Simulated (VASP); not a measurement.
Here is a VASP 6.6.1 calculation.

INCAR

```
ALGO     = Normal         # electronic algorithm
EDIFF    = 1E-6           # SCF threshold, eV
ENCUT    = 500            # plane-wave cutoff, eV
GGA      = CA             # functional
GGA_COMPAT= F            
ISIF     = 2              # what is computed and relaxed
ISMEAR   = -1             # smearing method
LASPH    = T              # aspherical terms in the spheres
LCHARG   = F              # write CHGCAR
LREAL    = F              # projectors in reciprocal space
LWAVE    = F              # write WAVECAR
NBANDS   = 11             # bands
NELM     = 120            # most SCF steps
PREC     = Accurate       # precision mode
SIGMA    = 0.02           # smearing width, eV
```

Contents of KPOINTS:

```
k-points
0
Gamma
  8 8 8
```

Contents of POSCAR:

```
Sr
1.0
    0.0000000000      3.0423500000      3.0423500000
    3.0423500000      0.0000000000      3.0423500000
    3.0423500000      3.0423500000      0.0000000000
Sr
1
Direct
    0.0000000000      0.0000000000      0.0000000000
```

Potentials or basis: VASP PAW LDA potentials, release 64 (Sr_sv).

Run with:

```console
$ cat potpaw_LDA.64/Sr_sv/POTCAR > POTCAR
$ mpirun -np 1 vasp_std > vasp.out
```

Task: Predict the pressure.

Result: -1.6 GPa.

Task: Predict the band gap on the k mesh.

Result: Zero (bands 5 and 6 overlap by 0.04 eV).
